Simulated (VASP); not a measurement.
# Re in VASP: a series of runs

The runs below take Re through single point, with PBE.

Everything below comes from runs of VASP 6.6.1. Logs are shortened: lines on timing, memory, paths and dates and some standing lists are left out, and cuts for length are marked.

### 1 The cell of the first run

The structure is hexagonal, space group P6_3/mmc (No. 194). Conventional cell: a = 2.765 Å, b = 2.765 Å, c = 4.474 Å, α = 90.00°, β = 90.00°, γ = 120.00°. Re (site symmetry -6m2) has 12 Re at 2.75 to 2.77 Å within 3.6 Å.

### 2 Single point, PBE

The input, INCAR:

```
SYSTEM = Re
ALGO = Normal
EDIFF = 1E-6
ENCUT = 520
GGA = PE
ISIF = 2
ISMEAR = 0
LASPH = .True.
LCHARG = .True.
LELF = .True.
LREAL = .False.
LVHAR = .True.
LWAVE = .False.
NBANDS = 14
NELM = 80
PREC = Accurate
SIGMA = 0.1
```

The input, KPOINTS:

```
k-points
0
Gamma
  6 6 4
  0 0 0
```

The input, POSCAR:

```
Re
1.0
    2.7653363785      0.0000000000      0.0000000000
   -1.3826681893      2.3948515538      0.0000000000
    0.0000000000      0.0000000000      4.4735766300
Re
2
Direct
    0.3333333300      0.6666666700      0.2500000000
    0.6666666700      0.3333333300      0.7500000000
```

Potentials or basis: VASP PAW PBE potentials, release 64 (Re).

The run is started by

```sh
cat potpaw_PBE.64/Re/POTCAR > POTCAR
mpirun -np 1 vasp_std > vasp.out
```

OUTCAR:

```text
SYSTEM = Re
   EDIFF = 1E-6
   ENCUT = 520
   GGA = PE
   ISIF = 2
   ISMEAR = 0
   LASPH = .True.
   LREAL = .False.
   NELM = 80
   PREC = Accurate

 ion  position               nearest neighbor table
   1  0.333  0.667  0.250-   2 2.75   2 2.75   2 2.75   2 2.75   2 2.75   2 2.75
   2  0.667  0.333  0.750-   1 2.75   1 2.75   1 2.75   1 2.75   1 2.75   1 2.75

  LATTYP: Found a hexagonal cell.
 ALAT       =     2.7653363785
 C/A-ratio  =     1.6177332583

  Lattice vectors:

 A1 = (   2.7653363785,   0.0000000000,   0.0000000000)
 A2 = (  -1.3826681893,   2.3948515538,   0.0000000000)
 A3 = (   0.0000000000,   0.0000000000,   4.4735766300)

Analysis of symmetry for initial positions (statically):
=====================================================================
 Subroutine PRICEL returns:
 Original cell was already a primitive cell.

 Routine SETGRP: Setting up the symmetry group for a
 hexagonal supercell.

 Subroutine GETGRP returns: Found 24 space group operations
 (whereof 12 operations were pure point group operations)
 out of a pool of 24 trial point group operations.

The static configuration has the point symmetry D_3d.
 The point group associated with its full space group is D_6h.

Analysis of symmetry for dynamics (positions and initial velocities):
=====================================================================
 Subroutine PRICEL returns:
 Original cell was already a primitive cell.

 Routine SETGRP: Setting up the symmetry group for a
 hexagonal supercell.

 Subroutine GETGRP returns: Found 24 space group operations
 (whereof 12 operations were pure point group operations)
 out of a pool of 24 trial point group operations.

The dynamic configuration has the point symmetry D_3d.
 The point group associated with its full space group is D_6h.

 Subroutine INISYM returns: Found 24 space group operations
 (whereof 12 operations are pure point group operations),
 and found     1 'primitive' translations

----------------------------------------------------------------------------------------

                                     Primitive cell

  volume of cell :      29.6266

  direct lattice vectors                    reciprocal lattice vectors
     2.765336378  0.000000000  0.000000000     0.361619660  0.208781208  0.000000000
    -1.382668189  2.394851554  0.000000000     0.000000000  0.417562416  0.000000000
     0.000000000  0.000000000  4.473576630     0.000000000  0.000000000  0.223534787

[... 89 lines left out ...]
   PSTRESS=    0.0 pullay stress
   NELECT =      14.0000    total number of electrons
   NUPDOWN=      -1.0000    fix difference up-down
   EMIN   =  10.00;   EMAX   =-10.00  energy-range for DOS
   EFERMI =   0.00;   METHOD = LEGACY
   ISMEAR =     0;   SIGMA  =   0.10  broadening in eV -4-tet -1-fermi 0-gaus
   EFERMI_NEDOS =   21; number of points for ismear=-14 and -15
   IALGO  =     38    algorithm
   IMIX   =      4    mixing-type and parameters
     AMIX     =   0.40;   BMIX     =  1.00
     AMIX_MAG =   1.60;   BMIX_MAG =  1.00
  volume/ion in A,a.u.               =      14.81        99.96
  Fermi-wavevector in a.u.,A,eV,Ry     =   1.275138  2.409661 22.122743  1.625976
  Thomas-Fermi vector in A             =   2.407867
   LORBIT       =      0    0 simple, 1 ext, 2 COOP (PROOUT), +10 PAW based schemes
   GGA     = PE    functional components
   LHFCALC =     F    Hartree Fock is set to
   AEXX    =    0.0000 exact exchange contribution
   IVDW    =     0    specifies the selected vdW correction
   LEPSILON=     F    determine dielectric tensor
   LRPA    =     F    only Hartree local field effects (RPA)
 non-spin polarized calculation
 Gauss-broadening in eV      SIGMA  =   0.10
  energy-cutoff  :      520.00
  volume of cell :       29.63
 maximum number of plane-waves:       808
 NGX is ok and might be reduce to    24

 number of electron      14.0000000 magnetization

 Free energy of the ion-electron system (eV)
  ---------------------------------------------------
  ext. energy  EPLUGINS =         0.00000000
  ---------------------------------------------------
  free energy    TOTEN  =       -24.86479351 eV

  energy without entropy =      -24.85909572  energy(sigma->0) =      -24.86194462

 E-fermi :   7.7745     XC(G=0): -13.6950

 val. band max:        7.7620625132   @ k =   0.3333   0.3333   0.0000
 cond. band min:       7.8700084579   @ k =   0.3333   0.3333   0.5000
 fundamental gap:      0.1079459447
 Fermi energy:         7.7745445240

 k-point     1 :       0.0000    0.0000    0.0000
  band No.  band energies     occupation
      1      -2.0163      2.00000
      2       1.2293      2.00000
      3       6.2136      2.00000
      4       6.2453      2.00000
      5       6.2453      2.00000
      6       7.0678      2.00000
      7       7.0678      2.00000
      8       7.9980      0.00157
      9       7.9980      0.00157
     10       8.3822      0.00000
     11      11.1266      0.00000
     12      11.1266      0.00000
     13      17.7032      0.00000
     14      21.9582      0.00000
[... 326 lines left out ...]
      1       3.2963      2.00000
      2       3.2963      2.00000
      3       4.1056      2.00000
      4       4.1056      2.00000
      5       5.6685      2.00000
      6       5.6685      2.00000
      7       7.8700      0.17700
      8       7.8700      0.17700
      9      11.1347      0.00000
     10      11.1347      0.00000
     11      17.2627      0.00000
     12      17.2627      0.00000
     13      18.1573      0.00000
     14      18.1573      0.00000

------------------------ aborting loop because EDIFF is reached ----------------------------------------

  FORCE on cell =-STRESS in cart. coord.  units (eV):
  Direction    XX          YY          ZZ          XY          YZ          ZX
  --------------------------------------------------------------------------------------
  -------------------------------------------------------------------------------------
  Total        0.5908817      0.5908817      0.6695310     -0.0000000      0.0000000      0.0000000
  in kB       31.9543253     31.9543253     36.2076058     -0.0000000      0.0000000      0.0000000
  external PRESSURE =      33.3720854 kB  Pullay stress =       0.0000000 kB

 VOLUME and BASIS-vectors are now :
 -----------------------------------------------------------------------------
  energy-cutoff  :      520.00
  volume of cell :       29.63
      direct lattice vectors                 reciprocal lattice vectors
     2.765336378  0.000000000  0.000000000     0.361619660  0.208781208  0.000000000
    -1.382668189  2.394851554  0.000000000     0.000000000  0.417562416  0.000000000
     0.000000000  0.000000000  4.473576630     0.000000000  0.000000000  0.223534787

 POSITION                                       TOTAL-FORCE (eV/Angst)
 -----------------------------------------------------------------------------------
     -0.00000      1.59657      1.11839         0.000000     -0.000000      0.000000
      1.38267      0.79828      3.35518        -0.000000      0.000000      0.000000
 -----------------------------------------------------------------------------------
    total drift:                               -0.000000      0.000000     -0.000000

  FREE ENERGIE OF THE ION-ELECTRON SYSTEM (eV)
  ---------------------------------------------------
  free  energy   TOTEN  =       -24.8647935072 eV

  energy  without entropy=      -24.8590957246  energy(sigma->0) =      -24.86194462
```

stdout:

```text
POSCAR found type information on POSCAR Re
 POSCAR found :  1 types and       2 ions
 scaLAPACK will be used
 LDA part: xc-table for (Slater+PW92), standard interpolation
 POSCAR, INCAR and KPOINTS ok, starting setup
 FFT: planning ... GRIDC
 FFT: planning ... GRID_SOFT
 FFT: planning ... GRID
 WAVECAR not read
 entering main loop
```

It took 10 s on 1 thread of Intel Xeon Platinum 8259CL at 2.50GHz (Skylake/Cascade Lake), shared host; peak memory 0.15 GiB.

Results:

| Item | Value |
| --- | --- |
| Free energy | -24.8648 eV |
| Pressure | 3.3 GPa |
| Band gap on the k mesh | zero (band 7 reaches 8.87 eV, above the bottom of band 8 at 6.12 eV) |

Caveat: the k points lie up to 0.44 Å⁻¹ apart; spin-orbit coupling is left out, which moves the levels of the heavy elements.

### 3 Single point, PBE

This run uses another cell than the first one: it holds 8 atoms, not 2.

The input, INCAR:

```
SYSTEM = Re
PREC = Accurate ; ENCUT = 520
EDIFF = 1E-6 ; ISMEAR = 0
SIGMA = 0.1 ; LREAL = .FALSE.
LASPH = .TRUE. ; NELM = 100
ALGO = Fast ; ISIF = 2
LWAVE = .FALSE. ; LCHARG = .FALSE.
GGA = PE ; NBANDS = 38
```

The input, KPOINTS:

```
regular mesh
0
G
  8 12 12
  0 0 0
```

The input, POSCAR:

```
Re
1.0
    0.0000000000      0.0000000000     -4.4873361272
    2.7740702467      4.8048306110      0.0000000000
    2.7740702467     -4.8048306110      0.0000000000
Re
8
Direct
    0.7500000000      0.1666666667      0.3333333333
    0.7500000000      0.1666666667      0.8333333333
    0.7500000000      0.6666666667      0.3333333333
    0.7500000000      0.6666666667      0.8333333333
    0.2500000000      0.3333333333      0.6666666667
    0.2500000000      0.3333333333      0.1666666667
    0.2500000000      0.8333333333      0.6666666667
    0.2500000000      0.8333333333      0.1666666667
```

Potentials or basis: VASP PAW PBE potentials, release 64 (Re).

The run is started by

```sh
cat potpaw_PBE.64/Re/POTCAR > POTCAR
mpirun -np 1 vasp_std > vasp.out
```

OUTCAR:

```text
SYSTEM = Re
   PREC = Accurate
   ENCUT = 520
   EDIFF = 1E-6
   ISMEAR = 0
   LREAL = .FALSE.
   LASPH = .TRUE.
   NELM = 100
   ISIF = 2
   GGA = PE

 ion  position               nearest neighbor table
   1  0.750  0.167  0.333-   6 2.76   6 2.76   8 2.76   5 2.76   5 2.76   8 2.76   3 2.77   3 2.77
                             2 2.77   2 2.77   4 2.77   4 2.77
   2  0.750  0.167  0.833-   5 2.76   5 2.76   7 2.76   6 2.76   6 2.76   7 2.76   4 2.77   4 2.77
                             1 2.77   1 2.77   3 2.77   3 2.77
   3  0.750  0.667  0.333-   8 2.76   8 2.76   6 2.76   6 2.76   7 2.76   7 2.76   1 2.77   4 2.77
                             1 2.77   4 2.77   2 2.77   2 2.77
[... 1222 lines left out ...]
  external PRESSURE =      -5.2026909 kB  Pullay stress =       0.0000000 kB

 VOLUME and BASIS-vectors are now :
 -----------------------------------------------------------------------------
  energy-cutoff  :      520.00
  volume of cell :      119.62
      direct lattice vectors                 reciprocal lattice vectors
     0.000000000  0.000000000 -4.487336127     0.000000000  0.000000000 -0.222849364
     2.774070247  4.804830611  0.000000000     0.180240569  0.104061941  0.000000000
     2.774070247 -4.804830611  0.000000000     0.180240569 -0.104061941  0.000000000

 POSITION                                       TOTAL-FORCE (eV/Angst)
 -----------------------------------------------------------------------------------
      1.38704     -0.80081     -3.36550         0.000000      0.000000     -0.000000
      2.77407     -3.20322     -3.36550         0.000000      0.000000     -0.000000
      2.77407      1.60161     -3.36550         0.000000     -0.000000      0.000000
      4.16111     -0.80081     -3.36550         0.000000      0.000000     -0.000000
      2.77407     -1.60161     -1.12183        -0.000000     -0.000000      0.000000
      1.38704      0.80081     -1.12183        -0.000000     -0.000000     -0.000000
      4.16111      0.80081     -1.12183        -0.000000      0.000000      0.000000
      2.77407      3.20322     -1.12183        -0.000000     -0.000000      0.000000
 -----------------------------------------------------------------------------------
    total drift:                                0.000000      0.000000     -0.000000

  FREE ENERGIE OF THE ION-ELECTRON SYSTEM (eV)
  ---------------------------------------------------
  free  energy   TOTEN  =       -99.4175929113 eV

  energy  without entropy=      -99.3838109233  energy(sigma->0) =      -99.40070192
```

OSZICAR:

```text
N       E                     dE             d eps       ncg     rms          rms(c)
DAV:   1     0.104413713317E+04    0.10441E+04   -0.17354E+04 10488   0.184E+03
DAV:   2     0.496209545116E+02   -0.99452E+03   -0.93627E+03 11758   0.159E+03
DAV:   3    -0.819306320667E+02   -0.13155E+03   -0.12141E+03 14094   0.821E+02
[... 17 lines left out ...]
RMM:  21    -0.994175833690E+02   -0.90123E-05   -0.91063E-05  8083   0.505E-02    0.154E-02
RMM:  22    -0.994175877978E+02   -0.44288E-05   -0.43367E-05  7695   0.493E-02    0.180E-02
RMM:  23    -0.994175904987E+02   -0.27010E-05   -0.28270E-05  7534   0.531E-02    0.166E-02
RMM:  24    -0.994175920817E+02   -0.15830E-05   -0.14463E-05  7346   0.527E-02    0.177E-02
RMM:  25    -0.994175929113E+02   -0.82958E-06   -0.96274E-06  7254   0.529E-02
   1 F= -.99417593E+02 E0= -.99400702E+02  d E =-.337820E-01
```

stdout:

```text
POSCAR found type information on POSCAR Re
 POSCAR found :  1 types and       8 ions
 scaLAPACK will be used
 LDA part: xc-table for (Slater+PW92), standard interpolation
 POSCAR, INCAR and KPOINTS ok, starting setup
 FFT: planning ... GRIDC
 FFT: planning ... GRID_SOFT
 FFT: planning ... GRID
 WAVECAR not read
 entering main loop
```

It took 14 min on 1 thread of Intel Xeon Platinum 8259CL at 2.50GHz (Skylake/Cascade Lake), shared host; peak memory 0.45 GiB.

What came out:

| Item | Value |
| --- | --- |
| Free energy | -99.4176 eV |
| Pressure | -0.5 GPa |
| Band gap on the k mesh | zero (band 28 reaches 9.21 eV, above the bottom of band 29 at 7.20 eV) |

Stress tensor (GPa, compression positive):
```
-0.46  0.00  0.00
 0.00 -0.46  0.00
 0.00  0.00 -0.64
```

Caveat: spin-orbit coupling is left out, which moves the levels of the heavy elements.

### 4 Single point, PBE (one atom moved)

The input, INCAR:

```
PREC = Accurate
ENCUT = 520
EDIFF = 1E-7
ISMEAR = 0
SIGMA = 0.1
LREAL = False
LASPH = True
NELM = 60
ALGO = Normal
ISIF = 2
LWAVE = False
LCHARG = False
GGA = PE
NBANDS = 14
```

The input, KPOINTS:

```
Automatic mesh
0
Gamma
  15 15 8
```

The input, POSCAR:

```
Re
1.0
    2.7653363785      0.0000000000      0.0000000000
   -1.3826681893      2.3948515538      0.0000000000
    0.0000000000      0.0000000000      4.4735766300
Re
2
Direct
    0.3333333300      0.6666666700      0.2500000000
    0.6666666700      0.3333333300      0.7600590654
```

Potentials or basis: VASP PAW PBE potentials, release 64 (Re).

The run is started by

```sh
cat potpaw_PBE.64/Re/POTCAR > POTCAR
mpirun -np 1 vasp_std > vasp.out
```

OUTCAR:

```text
PREC = Accurate
   ENCUT = 520
   EDIFF = 1E-7
   ISMEAR = 0
   LREAL = False
   LASPH = True
   NELM = 60
   ISIF = 2
   GGA = PE

 ion  position               nearest neighbor table
   1  0.333  0.667  0.250-   2 2.71   2 2.71   2 2.71   2 2.78   2 2.78   2 2.78
   2  0.667  0.333  0.760-   1 2.71   1 2.71   1 2.71   1 2.78   1 2.78   1 2.78

  LATTYP: Found a hexagonal cell.
 ALAT       =     2.7653363785
 C/A-ratio  =     1.6177332583

  Lattice vectors:

 A1 = (   2.7653363785,   0.0000000000,   0.0000000000)
[... 587 lines left out ...]
      8      10.7506      0.00000
      9      11.4601      0.00000
     10      11.4846      0.00000
     11      14.3661      0.00000
     12      14.9584      0.00000
     13      16.9207      0.00000
     14      19.9079      0.00000

 [... further k-points ...]
[... 5 lines left out ...]
  --------------------------------------------------------------------------------------
  -------------------------------------------------------------------------------------
  Total        0.5791752      0.5791752      0.6760527     -0.0000000      0.0000000     -0.0000000
  in kB       31.3212502     31.3212502     36.5602939     -0.0000000      0.0000000     -0.0000000
  external PRESSURE =      33.0675981 kB  Pullay stress =       0.0000000 kB

 VOLUME and BASIS-vectors are now :
 -----------------------------------------------------------------------------
  energy-cutoff  :      520.00
  volume of cell :       29.63
      direct lattice vectors                 reciprocal lattice vectors
     2.765336378  0.000000000  0.000000000     0.361619660  0.208781208  0.000000000
    -1.382668189  2.394851554  0.000000000     0.000000000  0.417562416  0.000000000
     0.000000000  0.000000000  4.473576630     0.000000000  0.000000000  0.223534787

 POSITION                                       TOTAL-FORCE (eV/Angst)
 -----------------------------------------------------------------------------------
     -0.00000      1.59657      1.11839        -0.000000      0.000000      0.145021
      1.38267      0.79828      3.40018         0.000000     -0.000000     -0.145021
 -----------------------------------------------------------------------------------
    total drift:                               -0.000000      0.000000     -0.000000

  FREE ENERGIE OF THE ION-ELECTRON SYSTEM (eV)
  ---------------------------------------------------
  free  energy   TOTEN  =       -24.8515240795 eV

  energy  without entropy=      -24.8439931053  energy(sigma->0) =      -24.84775859
```

OSZICAR:

```text
N       E                     dE             d eps       ncg     rms          rms(c)
DAV:   1     0.201085887857E+02    0.20109E+02   -0.68225E+03 10744   0.125E+03
DAV:   2    -0.252092600087E+02   -0.45318E+02   -0.40116E+02  8772   0.281E+02
DAV:   3    -0.262497195914E+02   -0.10405E+01   -0.10118E+01  8444   0.443E+01
DAV:   4    -0.262602832205E+02   -0.10564E-01   -0.10556E-01  8190   0.306E+00
DAV:   5    -0.262605041077E+02   -0.22089E-03   -0.22086E-03  8474   0.786E-01    0.423E+01
DAV:   6    -0.252171028123E+02    0.10434E+01   -0.80940E-01  9276   0.252E+01    0.171E+01
DAV:   7    -0.248655144129E+02    0.35159E+00   -0.55181E-01  9376   0.203E+01    0.668E-01
DAV:   8    -0.248522357115E+02    0.13279E-01   -0.89876E-03  9772   0.113E+00    0.229E-01
DAV:   9    -0.248515035375E+02    0.73217E-03   -0.48547E-04 10008   0.248E-01    0.380E-02
DAV:  10    -0.248515177204E+02   -0.14183E-04   -0.17916E-05  8318   0.300E-02    0.166E-02
DAV:  11    -0.248515247974E+02   -0.70770E-05   -0.60251E-06  9044   0.310E-02    0.358E-03
DAV:  12    -0.248515242908E+02    0.50651E-06   -0.13702E-07  5974   0.762E-03    0.215E-03
DAV:  13    -0.248515240931E+02    0.19775E-06   -0.36412E-08  4098   0.489E-03    0.243E-03
DAV:  14    -0.248515240795E+02    0.13546E-07   -0.21515E-08  3612   0.535E-03
   1 F= -.24851524E+02 E0= -.24847759E+02  d E =-.753097E-02
```

stdout:

```text
POSCAR found type information on POSCAR Re
 POSCAR found :  1 types and       2 ions
 scaLAPACK will be used
 LDA part: xc-table for (Slater+PW92), standard interpolation
 POSCAR, INCAR and KPOINTS ok, starting setup
 FFT: planning ... GRIDC
 FFT: planning ... GRID_SOFT
 FFT: planning ... GRID
 WAVECAR not read
 entering main loop
```

Wall time 47 s (1 thread of Intel Xeon 6975P-C (Granite Rapids), shared host); peak memory 0.21 GiB.

What came out:

| Item | Value |
| --- | --- |
| Free energy | -24.8515 eV |
| Pressure | 3.3 GPa |
| Largest force | 0.145 eV/Å |
| Band gap on the k mesh | zero (band 7 reaches 9.32 eV, above the bottom of band 8 at 6.13 eV) |

Forces in eV/Å, atoms in the order of the input:
```
Re   0.000  0.000  0.145
Re   0.000  0.000 -0.145
```

Levels at points of the mesh, in eV from the Fermi level:
```tsv
k point	band 4	band 5	band 6	band 7	band 8	band 9	band 10	band 11
(0.00, 0.00, 0.00)	-1.54	-1.54	-0.73	-0.73	0.25	0.25	0.63	3.37
(0.00, 0.00, 0.50)	-2.11	-1.68	-1.68	-1.65	-1.65	2.44	2.44	2.67
```

Caveat: the cell differs from its parent crystal (one atom moved); spin-orbit coupling is left out, which moves the levels of the heavy elements.

[end of part 1 of 2]
